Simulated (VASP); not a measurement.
# BN (P6_3mc) in VASP: vibrations by perturbation theory with PBE

Aim: the vibrations by perturbation theory of BN with PBE.

Everything below comes from runs of VASP 6.6.1. Logs are shortened: lines on timing, memory, paths and dates and some standing lists are left out, and cuts for length are marked.

## 1. The cell of the first run

It takes space group P6_3mc (No. 186, hexagonal). Conventional cell: a = 2.554 Å, b = 2.554 Å, c = 4.227 Å, α = 90.00°, β = 90.00°, γ = 120.00°. N (site symmetry 3m) has 4 B at 1.57 to 1.58 Å within 2.1 Å. B (site symmetry 3m) has 4 N at 1.57 to 1.58 Å within 2.1 Å.

## 2. Vibrations by perturbation theory, PBE

INCAR

```
ALGO = Normal
EDIFF = 1E-8
ENCUT = 520
GGA = PE
IBRION = 8
ISIF = 2
ISMEAR = 0
LASPH = True
LCHARG = False
LEPSILON = True
LREAL = False
LWAVE = False
NELM = 60
NSW = 1
PREC = Accurate
SIGMA = 0.01
```

KPOINTS

```
k-points
0
Gamma
  9 9 5
```

POSCAR

```
BN
1.0
    2.5539396017      0.0000000000      0.0000000000
   -1.2769698009      2.2117765748      0.0000000000
    0.0000000000      0.0000000000      4.2268550000
N B
2 2
Direct
    0.3333333333      0.6666666667      0.1252760000
    0.6666666667      0.3333333333      0.6252760000
    0.3333333333      0.6666666667      0.4997240000
    0.6666666667      0.3333333333      0.9997240000
```

Potentials or basis: VASP PAW PBE potentials, release 64 (N, B).

Launch:

```
> cat potpaw_PBE.64/N/POTCAR potpaw_PBE.64/B/POTCAR > POTCAR
> mpirun -np 1 vasp_std > vasp.out
```

OUTCAR:

```text
EDIFF = 1E-8
   ENCUT = 520
   GGA = PE
   IBRION = 8
   ISIF = 2
   ISMEAR = 0
   LASPH = True
   LEPSILON = True
   LREAL = False
   NELM = 60
   NSW = 1
   PREC = Accurate

 ion  position               nearest neighbor table
   1  0.333  0.667  0.125-   4 1.57   4 1.57   4 1.57   3 1.58
   2  0.667  0.333  0.625-   3 1.57   3 1.57   3 1.57   4 1.58
   3  0.333  0.667  0.500-   2 1.57   2 1.57   2 1.57   1 1.58
   4  0.667  0.333  1.000-   1 1.57   1 1.57   1 1.57   2 1.58

  LATTYP: Found a hexagonal cell.
 ALAT       =     2.5539396017
 C/A-ratio  =     1.6550332659

  Lattice vectors:

 A1 = (   2.5539396017,   0.0000000000,   0.0000000000)
 A2 = (  -1.2769698009,   2.2117765748,   0.0000000000)
 A3 = (   0.0000000000,   0.0000000000,   4.2268550000)

Analysis of symmetry for initial positions (statically):
=====================================================================
 Subroutine PRICEL returns:
 Original cell was already a primitive cell.

 Routine SETGRP: Setting up the symmetry group for a
 hexagonal supercell.

 Subroutine GETGRP returns: Found 12 space group operations
 (whereof  6 operations were pure point group operations)
 out of a pool of 24 trial point group operations.

The static configuration has the point symmetry C_3v.
 The point group associated with its full space group is C_6v.

Analysis of symmetry for dynamics (positions and initial velocities):
=====================================================================
 Subroutine PRICEL returns:
 Original cell was already a primitive cell.

 Routine SETGRP: Setting up the symmetry group for a
 hexagonal supercell.

 Subroutine GETGRP returns: Found 12 space group operations
 (whereof  6 operations were pure point group operations)
 out of a pool of 24 trial point group operations.

The dynamic configuration has the point symmetry C_3v.
 The point group associated with its full space group is C_6v.

 Subroutine INISYM returns: Found 12 space group operations
 (whereof  6 operations are pure point group operations),
 and found     1 'primitive' translations

----------------------------------------------------------------------------------------

                                     Primitive cell

  volume of cell :      23.8764

  direct lattice vectors                    reciprocal lattice vectors
     2.553939602  0.000000000  0.000000000     0.391551938  0.226062617  0.000000000
    -1.276969801  2.211776575  0.000000000     0.000000000  0.452125233  0.000000000
     0.000000000  0.000000000  4.226855000     0.000000000  0.000000000  0.236582518

  length of vectors
     2.553939602  2.553939602  4.226855000     0.452125233  0.452125233  0.236582518

  position of ions in fractional coordinates (direct lattice)
     0.333333333  0.666666667  0.125276000
     0.666666667  0.333333333  0.625276000
     0.333333333  0.666666667  0.499724000
     0.666666667  0.333333333  0.999724000

  ion indices of the primitive-cell ions
   primitive index   ion index
                 1           1
                 2           2
                 3           3
                 4           4

----------------------------------------------------------------------------------------

 KPOINTS: k-points

Automatic generation of k-mesh.
 Grid dimensions read from file:
 generate k-points for:    9    9    5

 Generating k-lattice:

  Cartesian coordinates                     Fractional coordinates (reciprocal lattice)
     0.043505771  0.025118069  0.000000000     0.111111111  0.000000000  0.000000000
     0.000000000  0.050236137  0.000000000     0.000000000  0.111111111  0.000000000
     0.000000000  0.000000000  0.047316504     0.000000000  0.000000000  0.200000000

[... 509 lines left out ...]
  ---------------------------------------------------
  free energy    TOTEN  =        -0.25486746 eV

  energy without entropy =       -0.25486746

------------------------ aborting loop because EDIFF is reached ----------------------------------------

--------------------------------------- Ionic step        2  -------------------------------------------

------------------------ aborting loop because EDIFF is reached ----------------------------------------

--------------------------------------- Ionic step        3  -------------------------------------------

------------------------ aborting loop because EDIFF is reached ----------------------------------------

 PIEZOELECTRIC TENSOR FIELD DIRECTION 3  (e Angst)
 -----------------------------------------------------------------------------
    -0.77300  0.00000 -0.00000           ( -0.00683  0.00000  0.00000)
     0.00000 -0.77300 -0.00000           (  0.00000 -0.00683  0.00000)
     0.00000  0.00000  1.59594           (  0.00000  0.00000  0.00963)

 PIEZOELECTRIC TENSOR FIELD DIRECTION 3  (C/m^2)
 -----------------------------------------------------------------------------
    -0.51871  0.00000 -0.00000
     0.00000 -0.51871 -0.00000
     0.00000  0.00000  1.07092

[... ionic steps 4 to 9 ...]

--------------------------------------- Ionic step       10  -------------------------------------------

------------------------ aborting loop because EDIFF is reached ----------------------------------------

[... ionic steps 11 to 11 ...]

--------------------------------------- Ionic step       12  -------------------------------------------

 Free energy of the ion-electron system (eV)
  ---------------------------------------------------
  ---------------------------------------------------
  free energy    TOTEN  =        -0.04645547 eV

  energy without entropy =       -0.04645547

------------------------ aborting loop because EDIFF is reached ----------------------------------------

 INTERNAL STRAIN TENSOR  FOR ION    3  DIRECTION 3   (eV/Angst):
 -----------------------------------------------------------------------------
     1.11096 -0.00000  0.00000
    -0.00000  1.11096 -0.00000
     0.00000  0.00000  0.06442

 MACROSCOPIC STATIC DIELECTRIC TENSOR (including local field effects in DFT)
 ------------------------------------------------------
           4.571494    -0.000000     0.000000
          -0.000000     4.571494    -0.000000
           0.000000     0.000000     4.734213
 ------------------------------------------------------

 PIEZOELECTRIC TENSOR (including local field effects)  for field in x, y, z        (e  Angst)
          XX          YY          ZZ          XY          YZ          ZX
  --------------------------------------------------------------------------------
  x    -0.00000     0.00000     0.00000     0.00000     0.00000    -0.91964
  y    -0.00000     0.00000     0.00000    -0.00000    -0.91964     0.00000
  z    -0.77300    -0.77300     1.59594     0.00000    -0.00000     0.00000

 PIEZOELECTRIC TENSOR (including local field effects)  for field in x, y, z        (C/m^2)
          XX          YY          ZZ          XY          YZ          ZX
  --------------------------------------------------------------------------------
  x    -0.00000     0.00000     0.00000     0.00000     0.00000    -0.61710
  y    -0.00000     0.00000     0.00000    -0.00000    -0.61710     0.00000
  z    -0.51871    -0.51871     1.07092     0.00000    -0.00000     0.00000

 BORN EFFECTIVE CHARGES (including local field effects) (in |e|, cummulative output)
 ---------------------------------------------------------------------------------
 ion    1
    1    -1.84752     0.00000     0.00000
    2     0.00000    -1.84752    -0.00000
    3     0.00000    -0.00000    -1.94620
 ion    2
    1    -1.84752     0.00000     0.00000
    2     0.00000    -1.84752    -0.00000
    3     0.00000     0.00000    -1.94620
 ion    3
    1     1.84752    -0.00000     0.00000
    2    -0.00000     1.84752     0.00000
    3    -0.00000     0.00000     1.94620
 ion    4
    1     1.84752    -0.00000    -0.00000
    2    -0.00000     1.84752    -0.00000
    3     0.00000    -0.00000     1.94620

 INTERNAL STRAIN TENSOR FOR ION    4 for displacements in x,y,z  (eV/Angst):
          X           Y           Z          XY          YZ          ZX
  --------------------------------------------------------------------------------
  x    -0.00000     0.00000     0.00000     1.89205    -0.00000     2.10619
  y     1.89205    -1.89205     0.00000     0.00000     2.39436    -0.00000
  z     1.11096     1.11096     0.06442    -0.00000    -0.00000     0.00000

 SECOND DERIVATIVES (NOT SYMMETRIZED)
 ------------------------------------
               1X          1Y          1Z          2X          2Y          2Z          3X          3Y          3Z          4X          4Y          4Z
  1X   -24.837381    0.000000   -0.000000    0.446243   -0.000000    0.000000    4.799338   -0.000000   -0.000000   19.591799   -0.000000    0.000000
  1Y     0.000000  -24.837381    0.000000   -0.000000    0.446243    0.000000   -0.000000    4.799338    0.000000   -0.000000   19.591799    0.000000
  1Z     0.000000    0.000000  -36.838161    0.000000   -0.000000   13.998081   -0.000000   -0.000000    8.230545   -0.000000    0.000000   14.609535
  2X     0.446243   -0.000000   -0.000000  -24.837381    0.000000    0.000000   19.591799   -0.000000    0.000000    4.799338   -0.000000   -0.000000
  2Y    -0.000000    0.446243    0.000000    0.000000  -24.837381   -0.000000   -0.000000   19.591799   -0.000000   -0.000000    4.799338   -0.000000
  2Z    -0.000000    0.000000   13.998081    0.000000    0.000000  -36.838161    0.000000    0.000000   14.609535    0.000000    0.000000    8.230545
  3X     4.800693   -0.000000   -0.000000   19.583081   -0.000000    0.000000  -24.528854    0.000000   -0.000000    0.145080   -0.000000   -0.000000
  3Y    -0.000000    4.800693   -0.000000   -0.000000   19.583081   -0.000000    0.000000  -24.528854    0.000000   -0.000000    0.145080    0.000000
  3Z     0.000000   -0.000000    8.212503   -0.000000    0.000000   14.625733    0.000000   -0.000000  -34.371110    0.000000    0.000000   11.532874
  4X    19.583081   -0.000000   -0.000000    4.800693   -0.000000    0.000000    0.145080   -0.000000    0.000000  -24.528854    0.000000    0.000000
  4Y    -0.000000   19.583081    0.000000   -0.000000    4.800693    0.000000   -0.000000    0.145080    0.000000    0.000000  -24.528854   -0.000000
  4Z     0.000000   -0.000000   14.625733   -0.000000    0.000000    8.212503    0.000000    0.000000   11.532874   -0.000000    0.000000  -34.371110

 Eigenvectors and eigenvalues of the dynamical matrix
 ----------------------------------------------------

   1 f  =   33.319560 THz   209.352969 2PiTHz 1111.420883 cm-1   137.798565 meV
             X         Y         Z           dx          dy          dz
     -0.000000  1.474518  0.529523    -0.000000    0.000000   -0.350292
      1.276970  0.737259  2.642951    -0.000000    0.000000    0.350292
     -0.000000  1.474518  2.112261     0.000000   -0.000000   -0.614244
      1.276970  0.737259  4.225688     0.000000   -0.000000    0.614244
[... 71 lines left out ...]
  12 f/i=    0.002340 THz     0.014702 2PiTHz    0.078051 cm-1     0.009677 meV
             X         Y         Z           dx          dy          dz
     -0.000000  1.474518  0.529523    -0.485850    0.214604    0.000000
      1.276970  0.737259  2.642951    -0.485850    0.214604    0.000000
     -0.000000  1.474518  2.112261    -0.426993    0.188606    0.000000
      1.276970  0.737259  4.225688    -0.426993    0.188606    0.000000

--------------------------------------------------------------------------------------------------------

 MACROSCOPIC STATIC DIELECTRIC TENSOR IONIC CONTRIBUTION
 ------------------------------------------------------
           2.121472    -0.000000    -0.000000
          -0.000000     2.121472    -0.000000
          -0.000000    -0.000000     2.513753
 ------------------------------------------------------

 ELASTIC MODULI CONTR FROM IONIC RELAXATION (kBar)
 Direction    XX          YY          ZZ          XY          YZ          ZX
 --------------------------------------------------------------------------------
 XX        -112.5194     98.2590     -0.5403      0.0000     -0.0000      0.0000
 YY          98.2590   -112.5194     -0.5403      0.0000      0.0000     -0.0000
 ZZ          -0.5403     -0.5403     -0.0409      0.0000     -0.0000      0.0000
 XY           0.0000      0.0000      0.0000   -105.3892     -0.0000     -0.0000
 YZ          -0.0000      0.0000     -0.0000     -0.0000    -32.4267      0.0000
 ZX          -0.0000      0.0000      0.0000     -0.0000      0.0000    -25.7645
 --------------------------------------------------------------------------------

 PIEZOELECTRIC TENSOR IONIC CONTR  for field in x, y, z        (C/m^2)
          XX          YY          ZZ          XY          YZ          ZX
  --------------------------------------------------------------------------------
  x     0.00000    -0.00000    -0.00000     0.00000    -0.00000     0.21999
  y     0.00000    -0.00000     0.00000     0.00000     0.24680    -0.00000
  z     0.12597     0.12597     0.00955    -0.00000    -0.00000    -0.00000
```

Run time: 3.6 min. Hardware: 1 thread of Intel Xeon Platinum 8488C (Sapphire Rapids), shared host; peak memory 0.26 GiB.

What came out:

```
Electronic dielectric tensor (diagonal)                 : 4.57, 4.57, 4.73
Born charges (mean of the diagonal)                     : N -1.88; B +1.88 e
Highest phonon frequency at Γ, LO-TO splitting left out : 1111 cm⁻¹
```

Phonon frequencies in cm⁻¹ (negative: imaginary):
| q point | frequencies |
| --- | --- |
| (0.000, 0.000, 0.000) | 0 0 0 472 472 943 943 952 1009 1043 1043 1111 |

Electronic dielectric tensor:
```
4.57 0.00 0.00
0.00 4.57 0.00
0.00 0.00 4.73
```

Born effective charge tensors (e):
atom 1, N
```
-1.85  0.00  0.00
 0.00 -1.85  0.00
 0.00  0.00 -1.95
```
atom 2, N
```
-1.85  0.00  0.00
 0.00 -1.85  0.00
 0.00  0.00 -1.95
```
atom 3, B
```
1.85 0.00 0.00
0.00 1.85 0.00
0.00 0.00 1.95
```
atom 4, B
```
1.85 0.00 0.00
0.00 1.85 0.00
0.00 0.00 1.95
```
